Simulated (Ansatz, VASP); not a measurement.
# One calculation of Ge2P, two programs

INCAR

```
SYSTEM = Ge2P
PREC = Accurate
ENCUT = 520
EDIFF = 1E-6
ISMEAR = 0
SIGMA = 0.1
LREAL = .FALSE.
LASPH = .TRUE.
NELM = 100
ALGO = Normal
ISIF = 2
LWAVE = .FALSE.
LCHARG = .FALSE.
GGA = PE
NBANDS = 24
```

File KPOINTS:

```
regular mesh
0
G
  6 6 6
  0 0 0
```

Contents of POSCAR:

```
Ge2P
1.0
    1.7148437600      0.9900655100      4.7116869300
   -1.7148437600      0.9900655100      4.7116869300
    0.0000000000     -1.9801310100      4.7116869300
Ge P
2 1
Direct
    0.7666081800      0.7666081800      0.7666081800
    0.2333918200      0.2333918200      0.2333918200
    0.0000000000      0.0000000000      0.0000000000
```

Input for Ansatz:

```yaml
crystal:
  lattice:
    - [1.71484376, 0.99006551, 4.71168693]
    - [-1.71484376, 0.99006551, 4.71168693]
    - [0.0, -1.98013101, 4.71168693]
  atoms:
    - { symbol: Ge, position: [0.76660818, 0.76660818, 0.76660818] }
    - { symbol: Ge, position: [0.23339182, 0.23339182, 0.23339182] }
    - { symbol: P, position: [0.0, 0.0, 0.0] }
basis:
  ecutwfc: 420
kpoints:
  mp_grid: { grid: [6, 6, 6] }
hamiltonian:
  xc: pbe
scf:
  occupations: { method: gaussian, width: 0.1 }
  lower_state_search: "off"
output:
  forces: true
  stress: true
  eigenvalues: true
```

Alike in both runs: task single point; functional PBE; k mesh 6 × 6 × 6; occupations gaussian, width 0.1 eV; no spin polarisation.

|  | VASP | Ansatz |
| --- | --- | --- |
| version | VASP 6.6.1 | Ansatz 0.2.0 |
| potentials or method | VASP PAW PBE potentials, release 64 (Ge_d, P), cutoff 520 eV | scalar-relativistic, plane waves, PAW |
| valence electrons in the cell | 33 | 33 |

|  | VASP | Ansatz | Ansatz less VASP |
| --- | --- | --- | --- |
| gap on the k mesh at the Fermi level (eV) | none | none | - |
| pressure (GPa) | 17.7 | 17.8 | +0.07 |
| traceless stress, the component that is largest in VASP (GPa) | 5.37 | 5.35 | -0.015 |
| rms of the force components (eV/Å) | 0.306 | 0.309 | +0.0031 |

Atom by atom the forces differ by 0.003 eV/Å (rms over components). A gap of «none» marks a metal or a gap that the smearing closes.

The k mesh is coarse, so the values compare programs but aren't converged.
